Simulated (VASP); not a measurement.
# GaAs (F-43m) in VASP: a series of runs, part 2 of 2

VASP 6.6.1. Earlier steps stand in the parts before.

## (3) Single point, LDA

This run uses another cell than the first one, of 21.70 Å³/atom.

INCAR reads:

```
SYSTEM = GaAs
PREC     = Accurate       ! precision mode
ENCUT    = 510            ! plane-wave cutoff, eV
EDIFF    = 1E-6           ! SCF threshold, eV
ISMEAR   = 0              ! smearing method
SIGMA    = 0.01           ! smearing width, eV
LREAL    = .FALSE.        ! projectors in reciprocal space
LASPH    = .TRUE.         ! aspherical terms in the spheres
NELM     = 120            ! most SCF steps
ALGO     = Normal         ! electronic algorithm
ISIF     = 2              ! what is computed and relaxed
LWAVE    = .FALSE.        ! write WAVECAR
LCHARG   = .FALSE.        ! write CHGCAR
NBANDS   = 21             ! bands
GGA_COMPAT= .FALSE.
```

KPOINTS reads:

```
Automatic mesh
0
G
  12 12 12
  0 0 0
```

POSCAR reads:

```
GaAs
1.0
    0.0000000000      2.7894087883      2.7894087883
    2.7894087883      0.0000000000      2.7894087883
    2.7894087883      2.7894087883      0.0000000000
Ga As
1 1
Direct
    0.0000000000      0.0000000000      0.0000000000
    0.7500000000      0.7500000000      0.7500000000
```

Potentials or basis: VASP PAW LDA potentials, release 64 (Ga_d, As_d).

The run is started by

```
$ cat potpaw_LDA.64/Ga_d/POTCAR potpaw_LDA.64/As_d/POTCAR > POTCAR
$ mpirun -np 1 vasp_std > vasp.out
```

OUTCAR:

```text
SYSTEM = GaAs
   PREC = Accurate
   ENCUT = 510
   EDIFF = 1E-6
   ISMEAR = 0
   LREAL = .FALSE.
   LASPH = .TRUE.
   NELM = 120
   ISIF = 2

 ion  position               nearest neighbor table
   1  0.000  0.000  0.000-   2 2.42   2 2.42   2 2.42   2 2.42
   2  0.750  0.750  0.750-   1 2.42   1 2.42   1 2.42   1 2.42

  LATTYP: Found a face centered cubic cell.
 ALAT       =     5.5788175766

  Lattice vectors:

 A1 = (   0.0000000000,   2.7894087883,   2.7894087883)
 A2 = (   2.7894087883,   0.0000000000,   2.7894087883)
 A3 = (   2.7894087883,   2.7894087883,   0.0000000000)

Analysis of symmetry for initial positions (statically):
=====================================================================
 Subroutine PRICEL returns:
 Original cell was already a primitive cell.

 Routine SETGRP: Setting up the symmetry group for a
 face centered cubic supercell.

 Subroutine GETGRP returns: Found 24 space group operations
 (whereof 24 operations were pure point group operations)
 out of a pool of 48 trial point group operations.

The static configuration has the point symmetry T_d .

Analysis of symmetry for dynamics (positions and initial velocities):
=====================================================================
 Subroutine PRICEL returns:
 Original cell was already a primitive cell.

 Routine SETGRP: Setting up the symmetry group for a
 face centered cubic supercell.

 Subroutine GETGRP returns: Found 24 space group operations
 (whereof 24 operations were pure point group operations)
 out of a pool of 48 trial point group operations.

The dynamic configuration has the point symmetry T_d .

 Subroutine INISYM returns: Found 24 space group operations
 (whereof 24 operations are pure point group operations),
 and found     1 'primitive' translations

----------------------------------------------------------------------------------------

                                     Primitive cell

  volume of cell :      43.4077
[... 101 lines left out ...]
   NUPDOWN=      -1.0000    fix difference up-down
   EMIN   =  10.00;   EMAX   =-10.00  energy-range for DOS
   EFERMI =   0.00;   METHOD = LEGACY
   ISMEAR =     0;   SIGMA  =   0.01  broadening in eV -4-tet -1-fermi 0-gaus
   EFERMI_NEDOS =   21; number of points for ismear=-14 and -15
   IALGO  =     38    algorithm
   IMIX   =      4    mixing-type and parameters
     AMIX     =   0.40;   BMIX     =  1.00
     AMIX_MAG =   1.60;   BMIX_MAG =  1.00
  volume/ion in A,a.u.               =      21.70       146.46
  Fermi-wavevector in a.u.,A,eV,Ry     =   1.414508  2.673032 27.222976  2.000832
  Thomas-Fermi vector in A             =   2.536043
   LORBIT       =      0    0 simple, 1 ext, 2 COOP (PROOUT), +10 PAW based schemes
   GGA     = CA    functional components
   LHFCALC =     F    Hartree Fock is set to
   AEXX    =    0.0000 exact exchange contribution
   IVDW    =     0    specifies the selected vdW correction
   LEPSILON=     F    determine dielectric tensor
   LRPA    =     F    only Hartree local field effects (RPA)
 non-spin polarized calculation
 Gauss-broadening in eV      SIGMA  =   0.01
  energy-cutoff  :      510.00
  volume of cell :       43.41
 maximum number of plane-waves:      1158
 NGX is ok and might be reduce to    30
   NGX = 15   NGY = 15   NGZ = 15

 number of electron      28.0000013 magnetization

 Free energy of the ion-electron system (eV)
  ---------------------------------------------------
  ext. energy  EPLUGINS =         0.00000000
  ---------------------------------------------------
  free energy    TOTEN  =        -9.64254653 eV

  energy without entropy =       -9.64254653  energy(sigma->0) =       -9.64254653

 E-fermi :   3.5058     XC(G=0): -10.4993

 val. band max:        3.3403177995   @ k =   0.0000   0.0000   0.0000
 cond. band min:       3.9690276401   @ k =   0.0000   0.0000   0.0000
 fundamental gap:      0.6287098406
 Fermi energy:         3.5058017268

 k-point     1 :       0.0000    0.0000    0.0000
  band No.  band energies     occupation
      1     -31.9953      2.00000
      2     -31.9953      2.00000
      3     -31.9953      2.00000
      4     -31.9831      2.00000
      5     -31.9831      2.00000
      6     -11.6571      2.00000
[... 565 lines left out ...]
     20      13.8677      0.00000
     21      14.5279      0.00000

 [... further k-points ...]
[... 5 lines left out ...]
  --------------------------------------------------------------------------------------
  -------------------------------------------------------------------------------------
  Total        0.3208524      0.3208524      0.3208524      0.0000000      0.0000000     -0.0000000
  in kB       11.8426623     11.8426623     11.8426623      0.0000000      0.0000000     -0.0000000
  external PRESSURE =      11.8426623 kB  Pullay stress =       0.0000000 kB

 VOLUME and BASIS-vectors are now :
 -----------------------------------------------------------------------------
  energy-cutoff  :      510.00
  volume of cell :       43.41
      direct lattice vectors                 reciprocal lattice vectors
     0.000000000  2.789408788  2.789408788    -0.179249453  0.179249453  0.179249453
     2.789408788  0.000000000  2.789408788     0.179249453 -0.179249453  0.179249453
     2.789408788  2.789408788  0.000000000     0.179249453  0.179249453 -0.179249453

 POSITION                                       TOTAL-FORCE (eV/Angst)
 -----------------------------------------------------------------------------------
      0.00000      0.00000      0.00000         0.000000      0.000000      0.000000
      4.18411      4.18411      4.18411        -0.000000     -0.000000     -0.000000
 -----------------------------------------------------------------------------------
    total drift:                                0.000001      0.000001      0.000001

  FREE ENERGIE OF THE ION-ELECTRON SYSTEM (eV)
  ---------------------------------------------------
  free  energy   TOTEN  =        -9.6425465348 eV

  energy  without entropy=       -9.6425465348  energy(sigma->0) =       -9.64254653
```

OSZICAR:

```text
N       E                     dE             d eps       ncg     rms          rms(c)
DAV:   1     0.168780272106E+03    0.16878E+03   -0.13186E+04  3923   0.547E+03
DAV:   2     0.152972816787E+02   -0.15348E+03   -0.14760E+03  3072   0.747E+02
DAV:   3    -0.886920974713E+01   -0.24166E+02   -0.23968E+02  3359   0.139E+02
DAV:   4    -0.986143590001E+01   -0.99223E+00   -0.99150E+00  3479   0.312E+01
DAV:   5    -0.988115277295E+01   -0.19717E-01   -0.19716E-01  3434   0.505E+00    0.356E+00
DAV:   6    -0.969232223671E+01    0.18883E+00   -0.24653E-01  4298   0.800E+00    0.208E+00
DAV:   7    -0.964497999882E+01    0.47342E-01   -0.87336E-02  3633   0.210E+00    0.559E-01
DAV:   8    -0.964252051801E+01    0.24595E-02   -0.13750E-02  3647   0.164E+00    0.121E-01
DAV:   9    -0.964254699921E+01   -0.26481E-04   -0.10983E-03  3696   0.471E-01    0.439E-02
DAV:  10    -0.964254392440E+01    0.30748E-05   -0.94990E-05  3633   0.109E-01    0.167E-02
DAV:  11    -0.964254706658E+01   -0.31422E-05   -0.13548E-05  4109   0.640E-02    0.412E-03
DAV:  12    -0.964254653483E+01    0.53176E-06   -0.17963E-06  2803   0.224E-02
   1 F= -.96425465E+01 E0= -.96425465E+01  d E =-.114736-123
```

stdout:

```text
POSCAR found type information on POSCAR GaAs
 POSCAR found :  2 types and       2 ions
 scaLAPACK will be used
 LDA part: xc-table for (Slater(with rela. corr.)+CA(PZ))
 , standard interpolation
 POSCAR, INCAR and KPOINTS ok, starting setup
 FFT: planning ... GRIDC
 FFT: planning ... GRID_SOFT
 FFT: planning ... GRID
 WAVECAR not read
 entering main loop
```

Run time: 34 s. Hardware: 1 thread of AMD EPYC 9R45 (Zen 5), shared host; peak memory 0.16 GiB.

What came out:

- Free energy: -9.6425 eV
- Pressure: 1.2 GPa
- Band gap on the k mesh: 0.63 eV

Levels at points of the mesh, in eV from the valence-band top:
| k point | band 10 | band 11 | band 12 | band 13 | band 14 | band 15 | band 16 | band 17 | band 18 | band 19 |
| --- | --- | --- | --- | --- | --- | --- | --- | --- | --- | --- |
| (0.00, 0.00, 0.00) | -14.91 | -13.06 | 0.00 | 0.00 | 0.00 | 0.63 | 3.69 | 3.69 | 3.69 | 7.49 |
| (0.50, 0.00, 0.00) | -14.91 | -11.17 | -6.91 | -1.21 | -1.21 | 0.98 | 4.61 | 4.61 | 7.61 | 10.52 |
| (0.50, 0.50, 0.00) | -14.90 | -10.38 | -7.05 | -2.83 | -2.83 | 1.28 | 1.54 | 10.38 | 10.38 | 11.16 |

Caveat: semilocal functionals underestimate gaps, and a narrow one can read as zero. A k mesh can miss the band edges.
